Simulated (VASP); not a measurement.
# GaSb (F-43m) in VASP: a series of runs, part 2 of 2

VASP 6.6.1.

### 4 Electric field gradients, PBE

File INCAR:

```
SYSTEM = GaSb
  PREC = Accurate
  ENCUT = 520
  EDIFF = 1E-8
  ISMEAR = -1
  SIGMA = 0.05
  LREAL = .False.
  LASPH = .True.
  NELM = 100
  ALGO = Normal
  ISIF = 2
  LWAVE = .False.
  LCHARG = .False.
  GGA = PE
  LEFG = .True.
  NBANDS = 16
```

File KPOINTS:

```
Automatic mesh
0
Gamma
  8 8 8
  0 0 0
```

File POSCAR:

```
GaSb
1.0
    0.0000000000      3.0590000000      3.0590000000
    3.0590000000      0.0000000000      3.0590000000
    3.0590000000      3.0590000000      0.0000000000
Sb Ga
1 1
Direct
    0.7500000000      0.7500000000      0.7500000000
    0.0000000000      0.0000000000      0.0000000000
```

Potentials or basis: VASP PAW PBE potentials, release 64 (Sb, Ga_d).

Run with:

```
$ cat potpaw_PBE.64/Sb/POTCAR potpaw_PBE.64/Ga_d/POTCAR > POTCAR
$ mpirun -np 1 vasp_std > vasp.out
```

OUTCAR:

```text
SYSTEM = GaSb
   PREC = Accurate
   ENCUT = 520
   EDIFF = 1E-8
   ISMEAR = -1
   LREAL = .False.
   LASPH = .True.
   NELM = 100
   ISIF = 2
   GGA = PE

 ion  position               nearest neighbor table
   1  0.750  0.750  0.750-   2 2.65   2 2.65   2 2.65   2 2.65
   2  0.000  0.000  0.000-   1 2.65   1 2.65   1 2.65   1 2.65

  LATTYP: Found a face centered cubic cell.
 ALAT       =     6.1180000000

  Lattice vectors:

 A1 = (   0.0000000000,   3.0590000000,   3.0590000000)
 A2 = (   3.0590000000,   0.0000000000,   3.0590000000)
 A3 = (   3.0590000000,   3.0590000000,   0.0000000000)

Analysis of symmetry for initial positions (statically):
=====================================================================
 Subroutine PRICEL returns:
 Original cell was already a primitive cell.

 Routine SETGRP: Setting up the symmetry group for a
 face centered cubic supercell.

 Subroutine GETGRP returns: Found 24 space group operations
 (whereof 24 operations were pure point group operations)
 out of a pool of 48 trial point group operations.

The static configuration has the point symmetry T_d .

Analysis of symmetry for dynamics (positions and initial velocities):
=====================================================================
 Subroutine PRICEL returns:
 Original cell was already a primitive cell.

 Routine SETGRP: Setting up the symmetry group for a
 face centered cubic supercell.

 Subroutine GETGRP returns: Found 24 space group operations
 (whereof 24 operations were pure point group operations)
 out of a pool of 48 trial point group operations.

The dynamic configuration has the point symmetry T_d .

 Subroutine INISYM returns: Found 24 space group operations
 (whereof 24 operations are pure point group operations),
 and found     1 'primitive' translations

----------------------------------------------------------------------------------------

                                     Primitive cell

  volume of cell :      57.2491

  direct lattice vectors                    reciprocal lattice vectors
     0.000000000  3.059000000  3.059000000    -0.163452109  0.163452109  0.163452109
     3.059000000  0.000000000  3.059000000     0.163452109 -0.163452109  0.163452109
     3.059000000  3.059000000  0.000000000     0.163452109  0.163452109 -0.163452109

  length of vectors
     4.326079287  4.326079287  4.326079287     0.283107357  0.283107357  0.283107357

  position of ions in fractional coordinates (direct lattice)
     0.750000000  0.750000000  0.750000000
     0.000000000  0.000000000  0.000000000

  ion indices of the primitive-cell ions
   primitive index   ion index
                 1           1
                 2           2

----------------------------------------------------------------------------------------

 KPOINTS: Automatic mesh

Automatic generation of k-mesh.
 Grid dimensions read from file:
 generate k-points for:    8    8    8

 Generating k-lattice:

  Cartesian coordinates                     Fractional coordinates (reciprocal lattice)
[... 58 lines left out ...]
   ENCUT  =  520.0 eV  38.22 Ry    6.18 a.u.   8.04  8.04  8.04*2*pi/ulx,y,z
   NELM   =    100;   NELMIN=  2; NELMDL= -5     # of ELM steps
   EDIFF  = 0.1E-07   stopping-criterion for ELM
   LREAL  =      F    real-space projection
   EDIFFG = 0.1E-06   stopping-criterion for IOM
   NSW    =      0    number of steps for IOM
   IBRION =     -1    ionic relax: 0-MD 1-quasi-New 2-CG
   NFREE  =      0    steps in history (QN), initial steepest desc. (CG)
   ISIF   =      2    stress and relaxation
   ISYM   =      2    0-nonsym 1-usesym 2-fastsym
   POTIM  = 0.5000    time-step for ionic-motion
   TEBEG  =    0.0;   TEEND  =   0.0 temperature during run
   PSTRESS=    0.0 pullay stress
   NELECT =      18.0000    total number of electrons
   NUPDOWN=      -1.0000    fix difference up-down
   EMIN   =  10.00;   EMAX   =-10.00  energy-range for DOS
   EFERMI =   0.00;   METHOD = LEGACY
   ISMEAR =    -1;   SIGMA  =   0.05  broadening in eV -4-tet -1-fermi 0-gaus
   EFERMI_NEDOS =   21; number of points for ismear=-14 and -15
   IALGO  =     38    algorithm
   IMIX   =      4    mixing-type and parameters
     AMIX     =   0.40;   BMIX     =  1.00
     AMIX_MAG =   1.60;   BMIX_MAG =  1.00
  volume/ion in A,a.u.               =      28.62       193.17
  Fermi-wavevector in a.u.,A,eV,Ry     =   1.113208  2.103657 16.860766  1.239231
  Thomas-Fermi vector in A             =   2.249790
   LORBIT       =      0    0 simple, 1 ext, 2 COOP (PROOUT), +10 PAW based schemes
   GGA     = PE    functional components
[... 5 lines left out ...]
 non-spin polarized calculation
  energy-cutoff  :      520.00
  volume of cell :       57.25
 maximum number of plane-waves:      1572
   NGX = 17   NGY = 17   NGZ = 17

 number of electron      17.9999986 magnetization

 Free energy of the ion-electron system (eV)
  ---------------------------------------------------
  ext. energy  EPLUGINS =         0.00000000
  ---------------------------------------------------
  free energy    TOTEN  =        -7.34616659 eV

  energy without entropy =       -7.34568084  energy(sigma->0) =       -7.34592372

 E-fermi :   4.9383     XC(G=0):  -9.0882

 val. band max:        4.9073902517   @ k =   0.0000   0.0000   0.0000
 cond. band min:       5.2742990642   @ k =   0.5000   0.0000   0.0000
 fundamental gap:      0.3669088125
 Fermi energy:         4.9383199102

 k-point     1 :       0.0000    0.0000    0.0000
  band No.  band energies     occupation
      1     -10.1641      2.00000
      2     -10.1641      2.00000
      3     -10.1641      2.00000
      4     -10.1144      2.00000
      5     -10.1144      2.00000
      6      -6.6051      2.00000
[... 433 lines left out ...]
      3     -10.1473      2.00000
      4     -10.1174      2.00000
      5     -10.1142      2.00000
      6      -4.6267      2.00000
[... 8 lines left out ...]
     15      14.5290      0.00000
     16      15.0416      0.00000

 [... further k-points ...]
[... 5 lines left out ...]
  --------------------------------------------------------------------------------------
  -------------------------------------------------------------------------------------
  Total        0.8647069      0.8647069      0.8647069      0.0000000      0.0000000      0.0000000
  in kB       24.1997603     24.1997603     24.1997603      0.0000000      0.0000000      0.0000000
  external PRESSURE =      24.1997603 kB  Pullay stress =       0.0000000 kB

 VOLUME and BASIS-vectors are now :
 -----------------------------------------------------------------------------
  energy-cutoff  :      520.00
  volume of cell :       57.25
      direct lattice vectors                 reciprocal lattice vectors
     0.000000000  3.059000000  3.059000000    -0.163452109  0.163452109  0.163452109
     3.059000000  0.000000000  3.059000000     0.163452109 -0.163452109  0.163452109
     3.059000000  3.059000000  0.000000000     0.163452109  0.163452109 -0.163452109

 POSITION                                       TOTAL-FORCE (eV/Angst)
 -----------------------------------------------------------------------------------
      4.58850      4.58850      4.58850        -0.000000     -0.000000     -0.000000
      0.00000      0.00000      0.00000         0.000000      0.000000      0.000000
 -----------------------------------------------------------------------------------
    total drift:                               -0.000002     -0.000002     -0.000002

  FREE ENERGIE OF THE ION-ELECTRON SYSTEM (eV)
  ---------------------------------------------------
  free  energy   TOTEN  =        -7.3461665932 eV

  energy  without entropy=       -7.3456808439  energy(sigma->0) =       -7.34592372

 Electric field gradients (V/A^2)
---------------------------------------------------------------------
 ion       V_xx      V_yy      V_zz      V_xy      V_xz      V_yz
---------------------------------------------------------------------
   1      -0.000     0.000     0.000     0.000     0.000     0.000
   2       0.000     0.000    -0.000    -0.001    -0.001    -0.001
---------------------------------------------------------------------

 Electric field gradients after diagonalization (V/A^2)
 (convention: |V_zz| > |V_xx| > |V_yy|)
----------------------------------------------------------------------
 ion       V_xx      V_yy      V_zz     asymmetry (V_yy - V_xx)/ V_zz
----------------------------------------------------------------------
   1      -0.000    -0.000     0.000       0.000
   2       0.001     0.001    -0.002       0.000
----------------------------------------------------------------------

           NMR quadrupolar parameters

 Cq : quadrupolar parameter    Cq=e*Q*V_zz/h
 eta: asymmetry parameters     (V_yy - V_xx)/ V_zz
 Q  : nuclear electric quadrupole moment in mb (millibarn)
----------------------------------------------------------------------
 ion       Cq(MHz)       eta       Q (mb)
----------------------------------------------------------------------
   1       0.000       0.000       1.000
   2      -0.000       0.000       1.000
----------------------------------------------------------------------
```

stdout:

```text
POSCAR found type information on POSCAR SbGa
 POSCAR found :  2 types and       2 ions
 scaLAPACK will be used
 LDA part: xc-table for (Slater+PW92), standard interpolation
 POSCAR, INCAR and KPOINTS ok, starting setup
 FFT: planning ... GRIDC
 FFT: planning ... GRID_SOFT
 FFT: planning ... GRID
 WAVECAR not read
 entering main loop
ion   1

ion   2
```

It took 34 s on 1 thread of Intel Xeon 8259CL, shared host; peak memory 0.19 GiB.

What came out:

* Free energy: -7.3462 eV
* Pressure: 2.4 GPa

Caveat: without QUAD_EFG the Cq values of the log hold for a quadrupole moment of 1 mb, not for the nuclei; spin-orbit coupling is left out, which moves the levels of the heavy elements.

### 5 Density of states, PBE

POSCAR is that of step 4.

File INCAR.step1:

```
SYSTEM = GaSb
PREC = Accurate ; ENCUT = 520
EDIFF = 1E-7 ; ISMEAR = -1
SIGMA = 0.05 ; LREAL = .FALSE.
LASPH = .TRUE. ; NELM = 60
ALGO = Normal ; ISIF = 2
LWAVE = .FALSE. ; LCHARG = .TRUE.
GGA = PE ; NBANDS = 16
```

File KPOINTS.step1:

```
Automatic mesh
0
G
  8 8 8
  0 0 0
```

File INCAR.step2:

```
SYSTEM = GaSb
PREC = Accurate ; ENCUT = 520
EDIFF = 1E-7 ; ISMEAR = -5
SIGMA = 0.05 ; LREAL = .FALSE.
LASPH = .TRUE. ; NELM = 60
ALGO = Normal ; ISIF = 2
LWAVE = .FALSE. ; LCHARG = .FALSE.
GGA = PE ; LORBIT = 11
NBANDS = 16 ; NEDOS = 1001
ICHARG = 11
```

File KPOINTS.step2:

```
Automatic mesh
0
G
  12 12 12
  0 0 0
```

Potentials or basis: VASP PAW PBE potentials, release 64 (Sb, Ga_d).

Run with:

```
$ cat potpaw_PBE.64/Sb/POTCAR potpaw_PBE.64/Ga_d/POTCAR > POTCAR
$ cp INCAR.step1 INCAR
$ cp KPOINTS.step1 KPOINTS
$ mpirun -np 1 vasp_std > vasp.out
$ cp INCAR.step2 INCAR
$ cp KPOINTS.step2 KPOINTS
$ mpirun -np 1 vasp_std > vasp.out
```

OUTCAR:

```text
SYSTEM = GaSb
   PREC = Accurate
   ENCUT = 520
   EDIFF = 1E-7
   ISMEAR = -5
   LREAL = .FALSE.
   LASPH = .TRUE.
   NELM = 60
   ISIF = 2
   GGA = PE
   LORBIT = 11
   ICHARG = 11

 ion  position               nearest neighbor table
   1  0.750  0.750  0.750-   2 2.65   2 2.65   2 2.65   2 2.65
   2  0.000  0.000  0.000-   1 2.65   1 2.65   1 2.65   1 2.65

  LATTYP: Found a face centered cubic cell.
 ALAT       =     6.1180000000

  Lattice vectors:

 A1 = (   0.0000000000,   3.0590000000,   3.0590000000)
 A2 = (   3.0590000000,   0.0000000000,   3.0590000000)
[... 647 lines left out ...]
  -------------------------------------------------------------------------------------
  Total        0.8164404      0.8164404      0.8164404     -0.0000000     -0.0000000     -0.0000000
  in kB       22.8489696     22.8489696     22.8489696     -0.0000000     -0.0000000     -0.0000000
  external PRESSURE =      22.8489696 kB  Pullay stress =       0.0000000 kB

 VOLUME and BASIS-vectors are now :
 -----------------------------------------------------------------------------
  energy-cutoff  :      520.00
  volume of cell :       57.25
      direct lattice vectors                 reciprocal lattice vectors
     0.000000000  3.059000000  3.059000000    -0.163452109  0.163452109  0.163452109
     3.059000000  0.000000000  3.059000000     0.163452109 -0.163452109  0.163452109
     3.059000000  3.059000000  0.000000000     0.163452109  0.163452109 -0.163452109

 POSITION                                       TOTAL-FORCE (eV/Angst)
 -----------------------------------------------------------------------------------
      4.58850      4.58850      4.58850         0.000000      0.000000      0.000000
      0.00000      0.00000      0.00000        -0.000000     -0.000000     -0.000000
 -----------------------------------------------------------------------------------
    total drift:                               -0.000002     -0.000002     -0.000002

  FREE ENERGIE OF THE ION-ELECTRON SYSTEM (eV)
  ---------------------------------------------------
  free  energy   TOTEN  =        -7.3519652133 eV

  energy  without entropy=       -7.3519652133  energy(sigma->0) =       -7.35196521

 total charge

# of ion       s       p       d       tot
------------------------------------------
    1        1.129   1.340   0.028   2.497
    2        0.909   0.766   9.962  11.638
--------------------------------------------------
tot          2.038   2.107   9.990  14.134
```

OSZICAR.step1:

```text
N       E                     dE             d eps       ncg     rms          rms(c)
DAV:   1     0.813018915250E+02    0.81302E+02   -0.85899E+03   952   0.136E+03
DAV:   2    -0.118605951051E+01   -0.82488E+02   -0.79484E+02  1112   0.293E+02
DAV:   3    -0.729216862926E+01   -0.61061E+01   -0.60776E+01  1128   0.643E+01
DAV:   4    -0.739872381147E+01   -0.10656E+00   -0.10655E+00  1200   0.943E+00
DAV:   5    -0.740105444612E+01   -0.23306E-02   -0.23306E-02  1112   0.125E+00    0.319E+00
DAV:   6    -0.735771975897E+01    0.43335E-01   -0.61910E-02  1352   0.389E+00    0.191E+00
DAV:   7    -0.734465175111E+01    0.13068E-01   -0.38325E-02  1032   0.158E+00    0.348E-01
DAV:   8    -0.734563259332E+01   -0.98084E-03   -0.43845E-03  1264   0.756E-01    0.838E-02
DAV:   9    -0.734611548394E+01   -0.48289E-03   -0.67183E-04  1056   0.200E-01    0.324E-02
DAV:  10    -0.734614633245E+01   -0.30849E-04   -0.38619E-05  1232   0.391E-02    0.878E-03
DAV:  11    -0.734616586460E+01   -0.19532E-04   -0.26515E-05  1040   0.340E-02    0.645E-03
DAV:  12    -0.734616663052E+01   -0.76592E-06   -0.14434E-06  1264   0.850E-03    0.606E-04
DAV:  13    -0.734616652106E+01    0.10946E-06   -0.50872E-08   816   0.236E-03    0.230E-04
DAV:  14    -0.734616658480E+01   -0.63739E-07   -0.15585E-08   888   0.103E-03
   1 F= -.73461666E+01 E0= -.73459237E+01  d E =-.485749E-03
```

Run time: 78 s. Hardware: 1 thread of Intel Xeon 8259CL, shared host; peak memory 0.21 GiB.

Results:

- Valence electrons inside the program's atomic spheres: Sb 2.50; Ga 11.64

Caveat: spin-orbit coupling is left out, which moves the levels of the heavy elements.
